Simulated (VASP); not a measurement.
# Hf (P6_3/mmc) in VASP: notebook

The runs below take Hf through single point, relaxation of cell and atoms, with PBE+D3(BJ).

Program: VASP 6.6.1. These are calculated values, not measurements. Logs are shortened: lines on timing, memory, paths and dates and some standing lists are left out, and cuts for length are marked.

## Step 1: The cell of the first run

Symmetry: P6_3/mmc, No. 194, hexagonal system. The conventional cell has a = 3.171 Å, b = 3.171 Å, c = 5.017 Å, α = 90.00°, β = 90.00°, γ = 120.00°. Hf (site symmetry -6m2) has 12 Hf at 3.11 to 3.17 Å within 4.1 Å.

## Step 2: Single point, PBE+D3(BJ)

INCAR

```
SYSTEM = Hf
PREC = Accurate
ENCUT = 500
EDIFF = 1E-6
ISMEAR = 0
SIGMA = 0.1
LREAL = .FALSE.
LASPH = .TRUE.
NELM = 120
ALGO = Normal
ISIF = 2
LWAVE = .FALSE.
LCHARG = .TRUE.
GGA = PE
IVDW = 12
LELF = .TRUE.
LVHAR = .TRUE.
NBANDS = 17
GGA_COMPAT = .FALSE.
```

KPOINTS

```
Automatic mesh
0
G
  15 15 8
  0 0 0
```

POSCAR

```
Hf
1.0
    3.1711603464      0.0000000000      0.0000000000
   -1.5855801732      2.7463054195      0.0000000000
    0.0000000000      0.0000000000      5.0166736480
Hf
2
Direct
    0.3333333333      0.6666666667      0.2500000000
    0.6666666667      0.3333333333      0.7500000000
```

Potentials or basis: VASP PAW PBE potentials, release 64 (Hf_pv).

Started as:

```
> cat potpaw_PBE.64/Hf_pv/POTCAR > POTCAR
> mpirun -np 1 vasp_std > vasp.out
```

OUTCAR:

```text
SYSTEM = Hf
   PREC = Accurate
   ENCUT = 500
   EDIFF = 1E-6
   ISMEAR = 0
   LREAL = .FALSE.
   LASPH = .TRUE.
   NELM = 120
   ISIF = 2
   GGA = PE
   IVDW = 12
 IVDW          = 12

 ion  position               nearest neighbor table
   1  0.333  0.667  0.250-   2 3.11   2 3.11   2 3.11   2 3.11   2 3.11   2 3.11
   2  0.667  0.333  0.750-   1 3.11   1 3.11   1 3.11   1 3.11   1 3.11   1 3.11

  LATTYP: Found a hexagonal cell.
 ALAT       =     3.1711603464
 C/A-ratio  =     1.5819678288

  Lattice vectors:

 A1 = (   3.1711603464,   0.0000000000,   0.0000000000)
 A2 = (  -1.5855801732,   2.7463054195,   0.0000000000)
 A3 = (   0.0000000000,   0.0000000000,   5.0166736480)

Analysis of symmetry for initial positions (statically):
=====================================================================
 Subroutine PRICEL returns:
 Original cell was already a primitive cell.

 Routine SETGRP: Setting up the symmetry group for a
 hexagonal supercell.

 Subroutine GETGRP returns: Found 24 space group operations
 (whereof 12 operations were pure point group operations)
 out of a pool of 24 trial point group operations.

The static configuration has the point symmetry D_3d.
 The point group associated with its full space group is D_6h.

Analysis of symmetry for dynamics (positions and initial velocities):
=====================================================================
 Subroutine PRICEL returns:
 Original cell was already a primitive cell.

 Routine SETGRP: Setting up the symmetry group for a
 hexagonal supercell.

 Subroutine GETGRP returns: Found 24 space group operations
 (whereof 12 operations were pure point group operations)
 out of a pool of 24 trial point group operations.

The dynamic configuration has the point symmetry D_3d.
 The point group associated with its full space group is D_6h.

 Subroutine INISYM returns: Found 24 space group operations
 (whereof 12 operations are pure point group operations),
 and found     1 'primitive' translations

----------------------------------------------------------------------------------------

                                     Primitive cell

  volume of cell :      43.6901

  direct lattice vectors                    reciprocal lattice vectors
     3.171160346  0.000000000  0.000000000     0.315341986  0.182062780  0.000000000
    -1.585580173  2.746305420  0.000000000     0.000000000  0.364125560  0.000000000
     0.000000000  0.000000000  5.016673648     0.000000000  0.000000000  0.199335271

  length of vectors
     3.171160346  3.171160346  5.016673648     0.364125560  0.364125560  0.199335271

  position of ions in fractional coordinates (direct lattice)
     0.333333333  0.666666667  0.250000000
     0.666666667  0.333333333  0.750000000

  ion indices of the primitive-cell ions
   primitive index   ion index
                 1           1
                 2           2

----------------------------------------------------------------------------------------

 KPOINTS: Automatic mesh

Automatic generation of k-mesh.
 Grid dimensions read from file:
 generate k-points for:   15   15    8

 Generating k-lattice:

  Cartesian coordinates                     Fractional coordinates (reciprocal lattice)
     0.021022799  0.012137519  0.000000000     0.066666667  0.000000000  0.000000000
     0.000000000  0.024275037  0.000000000     0.000000000  0.066666667  0.000000000
     0.000000000  0.000000000  0.024916909     0.000000000  0.000000000  0.125000000

  Length of vectors
     0.024275037  0.024275037  0.024916909

  Shift w.r.t. Gamma in fractional coordinates (k-lattice)
     0.000000000  0.000000000  0.000000000

 Subroutine IBZKPT returns following result:
 ===========================================

 Found    135 irreducible k-points:

 Following reciprocal coordinates:
            Coordinates               Weight
  0.000000  0.000000  0.000000      1.000000
  0.066667 -0.000000  0.000000      6.000000
  0.133333  0.000000  0.000000      6.000000
  0.200000 -0.000000  0.000000      6.000000
  0.266667  0.000000  0.000000      6.000000
  0.333333 -0.000000  0.000000      6.000000
[... 16 lines left out ...]
  0.333333  0.200000  0.000000     12.000000
  0.400000  0.200000  0.000000      6.000000
 [... further k-points ...]
   k-points           NKPTS =    135   k-points in BZ     NKDIM =    135   number of bands    NBANDS=     17
   number of dos      NEDOS =    301   number of ions     NIONS =      2
   total plane-waves  NPLWV =  23040
   dimension x,y,z NGX =    24 NGY =   24 NGZ =   40
   dimension x,y,z NGXF=    48 NGYF=   48 NGZF=   80
   ions per type =               2
   NGX,Y,Z   is equivalent  to a cutoff of  12.58, 12.58, 13.26 a.u.
   NGXF,Y,Z  is equivalent  to a cutoff of  25.16, 25.16, 26.51 a.u.
 SYSTEM =  Hf
   PREC   = accura    normal or accurate (medium, high low for compatibility)
   ISTART =      0    job   : 0-new  1-cont  2-samecut
   ICHARG =      2    charge: 1-file 2-atom 10-const
   ISPIN  =      1    spin polarized calculation?
   LNONCOLLINEAR =      F non collinear calculations
   LSORBIT =      F    spin-orbit coupling
   LASPH  =      T    aspherical Exc in radial PAW
   ENCUT  =  500.0 eV  36.75 Ry    6.06 a.u.   5.78  5.78  9.15*2*pi/ulx,y,z
   NELM   =    120;   NELMIN=  2; NELMDL= -5     # of ELM steps
   EDIFF  = 0.1E-05   stopping-criterion for ELM
   LREAL  =      F    real-space projection
   EDIFFG = 0.1E-04   stopping-criterion for IOM
   NSW    =      0    number of steps for IOM
   IBRION =     -1    ionic relax: 0-MD 1-quasi-New 2-CG
   NFREE  =      0    steps in history (QN), initial steepest desc. (CG)
   ISIF   =      2    stress and relaxation
   ISYM   =      2    0-nonsym 1-usesym 2-fastsym
   POTIM  = 0.5000    time-step for ionic-motion
   TEBEG  =    0.0;   TEEND  =   0.0 temperature during run
   PSTRESS=    0.0 pullay stress
   NELECT =      20.0000    total number of electrons
   NUPDOWN=      -1.0000    fix difference up-down
   EMIN   =  10.00;   EMAX   =-10.00  energy-range for DOS
   EFERMI =   0.00;   METHOD = LEGACY
   ISMEAR =     0;   SIGMA  =   0.10  broadening in eV -4-tet -1-fermi 0-gaus
   EFERMI_NEDOS =   21; number of points for ismear=-14 and -15
   IALGO  =     38    algorithm
   IMIX   =      4    mixing-type and parameters
     AMIX     =   0.40;   BMIX     =  1.00
     AMIX_MAG =   1.60;   BMIX_MAG =  1.00
  volume/ion in A,a.u.               =      21.85       147.42
  Fermi-wavevector in a.u.,A,eV,Ry     =   1.261703  2.384273 21.659046  1.591895
  Thomas-Fermi vector in A             =   2.395149
   LORBIT       =      0    0 simple, 1 ext, 2 COOP (PROOUT), +10 PAW based schemes
   GGA     = PE    functional components
   LHFCALC =     F    Hartree Fock is set to
   AEXX    =    0.0000 exact exchange contribution
   IVDW    =    12    specifies the selected vdW correction
   LEPSILON=     F    determine dielectric tensor
   LRPA    =     F    only Hartree local field effects (RPA)
 non-spin polarized calculation
 Gauss-broadening in eV      SIGMA  =   0.10
  energy-cutoff  :      500.00
  volume of cell :       43.69
 maximum number of plane-waves:      1130
 NGX is ok and might be reduce to    24
   NGX = 11   NGY = 11   NGZ = 19

 number of electron      19.9999998 magnetization

 Free energy of the ion-electron system (eV)
  ---------------------------------------------------
  ext. energy  EPLUGINS =         0.00000000
  ---------------------------------------------------
  free energy    TOTEN  =       -19.84243209 eV

  energy without entropy =      -19.83519162  energy(sigma->0) =      -19.83881186

 E-fermi :   5.0919     XC(G=0): -11.3921

 val. band max:        5.0887592643   @ k =   0.1333   0.0667   0.3750
 cond. band min:       5.1106295689   @ k =   0.0667  -0.0000   0.5000
 fundamental gap:      0.0218703046
 Fermi energy:         5.0918579521

 k-point     1 :       0.0000    0.0000    0.0000
  band No.  band energies     occupation
      1     -25.9759      2.00000
      2     -25.1688      2.00000
      3     -25.1688      2.00000
      4     -25.0371      2.00000
      5     -25.0311      2.00000
      6     -25.0311      2.00000
[... 9 lines left out ...]
     16       7.7727      0.00000
     17      10.5469      0.00000

 k-point     2 :       0.0667   -0.0000    0.0000
  band No.  band energies     occupation
      1     -25.9635      2.00000
      2     -25.1957      2.00000
      3     -25.1779      2.00000
      4     -25.0595      2.00000
      5     -25.0428      2.00000
      6     -25.0346      2.00000
[... 9 lines left out ...]
     16       7.6376      0.00000
     17      10.6619      0.00000

 k-point     3 :       0.1333    0.0000    0.0000
  band No.  band energies     occupation
      1     -25.9271      2.00000
      2     -25.2715      2.00000
      3     -25.2028      2.00000
      4     -25.1383      2.00000
      5     -25.0600      2.00000
      6     -25.0451      2.00000
[... 9 lines left out ...]
     16       7.6111      0.00000
     17      10.9159      0.00000

 k-point     4 :       0.2000   -0.0000    0.0000
  band No.  band energies     occupation
      1     -25.8700      2.00000
      2     -25.3832      2.00000
      3     -25.2507      2.00000
      4     -25.2382      2.00000
      5     -25.0888      2.00000
      6     -25.0616      2.00000
[... 9 lines left out ...]
     16       8.1988      0.00000
     17      11.1964      0.00000
[... 343 lines left out ...]
      1     -25.6490      2.00000
      2     -25.6193      2.00000
      3     -25.5743      2.00000
      4     -25.3781      2.00000
      5     -25.2444      2.00000
      6     -25.2282      2.00000
[... 9 lines left out ...]
     16      11.2039      0.00000
     17      11.5631      0.00000

 k-point    23 :       0.3333    0.2000    0.0000
  band No.  band energies     occupation
      1     -25.7044      2.00000
      2     -25.5753      2.00000
      3     -25.5494      2.00000
      4     -25.4386      2.00000
      5     -25.2984      2.00000
      6     -25.2571      2.00000
[... 9 lines left out ...]
     16      11.1859      0.00000
     17      12.1354      0.00000

 k-point    24 :       0.4000    0.2000    0.0000
  band No.  band energies     occupation
      1     -25.7237      2.00000
      2     -25.5683      2.00000
      3     -25.5155      2.00000
      4     -25.4678      2.00000
      5     -25.3268      2.00000
      6     -25.2670      2.00000
[... 9 lines left out ...]
     16      11.1786      0.00000
     17      11.6777      0.00000

 [... further k-points ...]

------------------------ aborting loop because EDIFF is reached ----------------------------------------

 Edisp (eV)   -0.92315

 E8    (eV) :    -0.4954

  FORCE on cell =-STRESS in cart. coord.  units (eV):
  Direction    XX          YY          ZZ          XY          YZ          ZX
  --------------------------------------------------------------------------------------
  -------------------------------------------------------------------------------------
  Total      -0.10970    -0.10970    -0.14170     0.00000     0.00000     0.00000
  in kB      -4.02284    -4.02284    -5.19640     0.00000     0.00000     0.00000
  external pressure =       -4.41 kB  Pullay stress =        0.00 kB

 VOLUME and BASIS-vectors are now :
 -----------------------------------------------------------------------------
  energy-cutoff  :      500.00
  volume of cell :       43.69
      direct lattice vectors                 reciprocal lattice vectors
     3.171160346  0.000000000  0.000000000     0.315341986  0.182062780  0.000000000
    -1.585580173  2.746305420  0.000000000     0.000000000  0.364125560  0.000000000
     0.000000000  0.000000000  5.016673648     0.000000000  0.000000000  0.199335271

 POSITION                                       TOTAL-FORCE (eV/Angst)
 -----------------------------------------------------------------------------------
     -0.00000      1.83087      1.25417        -0.000000      0.000000      0.000000
      1.58558      0.91544      3.76251         0.000000     -0.000000      0.000000
 -----------------------------------------------------------------------------------
    total drift:                               -0.000000      0.000000     -0.000000

  FREE ENERGIE OF THE ION-ELECTRON SYSTEM (eV)
  ---------------------------------------------------
  free  energy   TOTEN  =       -20.7655851670 eV

  energy  without entropy=      -20.7583446976  energy(sigma->0) =      -20.76196493
```

Wall time 1.7 min (1 thread of AMD EPYC 7R13 (Zen 3), shared host); peak memory 0.19 GiB.

What came out:

| Property | Result |
| --- | --- |
| Free energy | -20.7656 eV |
| Pressure | -0.4 GPa |
| Band gap on the k mesh | zero (band 10 reaches 6.27 eV, above the bottom of band 11 at 4.65 eV) |
| Dispersion energy per atom | -0.462 eV |

Levels at points of the mesh, in eV from the Fermi level:
```csv
k point,band 6,band 7,band 8,band 9,band 10,band 11,band 12,band 13,band 14,band 15
"(0.00, 0.00, 0.00)",-30.12,-7.47,-3.79,0.72,1.18,1.18,1.47,2.03,2.03,2.68
"(0.00, 0.00, 0.50)",-30.19,-5.45,-5.45,0.13,0.13,1.07,1.07,1.07,1.07,4.91
```

Caveat: spin-orbit coupling is left out, which moves the levels of the heavy elements; pairwise dispersion overbinds metals, which lowers pressure and volume.

## Step 3: Relaxation of cell and atoms, PBE+D3(BJ)

This run uses another cell than the first one, of 22.54 Å³/atom, 1.032 times its volume.

INCAR

```
SYSTEM = Hf
PREC = Accurate
ENCUT = 500
EDIFF = 1E-7
ISMEAR = 0
SIGMA = 0.1
LREAL = .False.
LASPH = .True.
NELM = 120
ALGO = Normal
ISIF = 3
LWAVE = .False.
LCHARG = .False.
GGA = PE
IVDW = 12
IBRION = 2
NSW = 70
EDIFFG = -0.005
GGA_COMPAT = .False.
NELMIN = 4
```

KPOINTS

```
regular mesh
0
Gamma
  15 15 8
  0 0 0
```

POSCAR

```
Hf
1.0
    3.2046233997      0.0000000000      0.0000000000
   -1.6023116998      2.7752852737      0.0000000000
    0.0000000000      0.0000000000      5.0676571121
Hf
2
Direct
    0.3333333333      0.6666666667      0.2500000000
    0.6666666667      0.3333333333      0.7500000000
```

Potentials or basis: VASP PAW PBE potentials, release 64 (Hf_pv).

Started as:

```
> cat potpaw_PBE.64/Hf_pv/POTCAR > POTCAR
> mpirun -np 1 vasp_std > vasp.out
```

It took 4.2 min on 1 thread of AMD EPYC 7R13 (Zen 3), shared host; peak memory 0.2 GiB.

The run converged. Its results:

- Free energy: -20.7661 eV
- Relaxed volume: 21.76 Å³/atom
- Relaxed cell: a = 3.168 Å, b = 3.168 Å, c = 5.007 Å, α = 90.00°, β = 90.00°, γ = 120.00°
- Space group after relaxing (to 0.05 Å): P6_3/mmc (No. 194)
- Energy gained by relaxing: 9.3 meV/atom
- Ionic steps: 6
- Pressure after relaxing: 0.0 GPa
- Band gap on the k mesh: zero (band 10 reaches 6.30 eV, above the bottom of band 11 at 4.67 eV)
- Dispersion energy per atom: -0.463 eV

The path:
| step | energy change (eV) | largest force (eV/Å) | pressure (GPa) | volume (Å³) |
| --- | --- | --- | --- | --- |
| 1 | 0.0000 | 0.0000 | -3.75 | 45.07 |
| 2 | 0.0095 | 0.0000 | 5.17 | 41.72 |
| 3 | -0.0186 | 0.0000 | -0.03 | 43.53 |
| 4 | -0.0186 | 0.0000 | 0.05 | 43.50 |
| 5 | -0.0186 | 0.0000 | -0.05 | 43.54 |
| 6 | -0.0186 | 0.0000 | 0.01 | 43.52 |

Final structure:
```
CELL_PARAMETERS angstrom
3.16788 0.00000 0.00000
-1.58394 2.74346 0.00000
0.00000 0.00000 5.00744
ATOMIC_POSITIONS crystal
Hf 0.33333 0.66667 0.25000
Hf 0.66667 0.33333 0.75000
```

Levels at points of the mesh, in eV from the Fermi level:
```csv
k point,band 6,band 7,band 8,band 9,band 10,band 11,band 12,band 13,band 14
"(0.00, 0.00, 0.00)",-30.11,-7.48,-3.80,0.74,1.18,1.18,1.48,2.04,2.04
"(0.00, 0.00, 0.50)",-30.18,-5.45,-5.45,0.14,0.14,1.07,1.07,1.07,1.07
```

Caveat: spin-orbit coupling is left out, which moves the levels of the heavy elements; pairwise dispersion overbinds metals, which lowers pressure and volume.
